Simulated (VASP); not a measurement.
Sn:

```xyz
2
Lattice="-2.9401 2.9401 1.5993 2.9401 -2.9401 1.5993 2.9401 2.9401 -1.5993" Properties=species:S:1:pos:R:3 pbc="T T T"
Sn    0.0000    2.9401    0.7997
Sn    0.0000    0.0000    0.0000
```

```yaml
Program: VASP 6.6.1
Task: relaxation of cell and atoms
Functional: PBEsol
Potentials_or_basis: VASP PAW PBE potentials, release 64 (Sn_d)
Cutoff: 600 eV
k_mesh: 14 × 14 × 14
Occupations: gaussian, width 0.1 eV
Spin: no spin polarisation
```

At the start: pressure -1.4 GPa; volume 27.65 Å³/atom.

Problem. How do energy, volume and symmetry change on relaxing?

Solution. Over 7 steps the energy falls by 3.7 meV/atom and the volume is 26.87 Å³/atom (-2.8 %); space group I4_1/amd (No. 141, to 0.1 Å) before and after.

Step by step:
| step | energy change (eV) | largest force (eV/Å) | pressure (GPa) | volume (Å³) |
| --- | --- | --- | --- | --- |
| 1 | 0.0000 | 0.0000 | -1.44 | 55.30 |
| 2 | -0.0069 | 0.0000 | 0.43 | 53.34 |
| 3 | -0.0074 | 0.0000 | 0.01 | 53.73 |
| 4 | -0.0074 | 0.0000 | -0.07 | 53.76 |
| 5 | -0.0075 | 0.0000 | 0.00 | 53.76 |
| 6 | -0.0075 | 0.0000 | 0.03 | 53.74 |
| 7 | -0.0075 | 0.0000 | -0.01 | 53.75 |

Final structure:
```
CELL_PARAMETERS angstrom
-2.90859 2.90859 1.58826
2.90859 -2.90859 1.58826
2.90859 2.90859 -1.58826
ATOMIC_POSITIONS crystal
Sn 0.75000 0.25000 0.50000
Sn 0.00000 0.00000 0.00000
```

Caveat: the PAW data sets were made with another functional, which shifts forces and pressure a little.
